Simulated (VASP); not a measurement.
A run of VASP 6.6.1:

INCAR

```
  PREC = Accurate
  ENCUT = 600
  EDIFF = 1E-6
  ISMEAR = 0
  SIGMA = 0.02
  LREAL = F
  LASPH = T
  NELM = 80
  ALGO = Normal
  ISIF = 4
  LWAVE = F
  LCHARG = F
  GGA = PE
  IBRION = 2
  NSW = 50
  EDIFFG = -0.01
```

KPOINTS

```
regular mesh
0
Gamma
  6 6 8
```

Contents of POSCAR:

```
SnO2
1.0
    4.9348349142      0.0000000000      0.0000000000
    0.0000000000      4.9348349142      0.0000000000
    0.0000000000      0.0000000000      3.2845571850
Sn O
2 4
Direct
    0.0000000000      0.0000000000      0.0000000000
    0.5000000000      0.5000000000      0.5000000000
    0.3073373857      0.3073373857      0.0000000000
    0.1926626143      0.8073373857      0.5000000000
    0.6926626143      0.6926626143      0.0000000000
    0.8073373857      0.1926626143      0.5000000000
```

Potentials or basis: VASP PAW PBE potentials, release 64 (Sn_d, O).

Command:

```sh
$ cat potpaw_PBE.64/Sn_d/POTCAR potpaw_PBE.64/O/POTCAR > POTCAR
$ mpirun -np 1 vasp_std > vasp.out
```

Hardware: 1 thread of Intel(R) Xeon(R) 6975P-C (Granite Rapids), on a shared host.

Q: Estimate the wall time of this run.

A: Run time: 110 s on 1 thread of Intel(R) Xeon(R) 6975P-C (Granite Rapids) (shared host), peak memory 0.27 GiB. Counts: scf iterations 27, k points 50, ion steps 3.
